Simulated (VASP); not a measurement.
Runs of VASP 6.6.1 on BiTe. The structure is that of space group Fm-3m (No. 225), or close to it. The cells are those of the table. 

| task | level | spin | cell | gap on the mesh (eV) | pressure (GPa) |
| --- | --- | --- | --- | --- | --- |
| single point | PBEsol | off | a = 4.575 Å, angles 60.0°, 2 atoms | none | -1.7 |
| single point | PBE | non-collinear, zero start, SOC | a = 4.575 Å, angles 60.0°, 2 atoms | - | 1.9 |
| electric field gradients | PBEsol | off | a = 4.575 Å, angles 60.0°, 2 atoms | none | -1.7 |
| electric field gradients | PBE | off | a = 4.575, b = 4.575, c = 4.483 Å, angles 60.7, 60.7, 61.3°, 2 atoms | none | (a) |

Alike in all rows: potentials or basis VASP PAW PBE potentials, release 64 (Bi_d, Te); k mesh 10 × 10 × 10; cutoff (eV) 520; smearing fermi-dirac 0.08 eV.

Task: Fill in the values left out.

Result: (a) 0.7.

Caveats: spin-orbit coupling is left out, which moves the levels of the heavy elements (at least some runs); the PAW data sets were made with another functional, which shifts forces and pressure a little (at least some runs).

A k mesh can miss the band edges, and rows without SOC leave out spin-orbit coupling on Bi, Te.

A gap of «none» marks levels without a gap at the run's occupations.
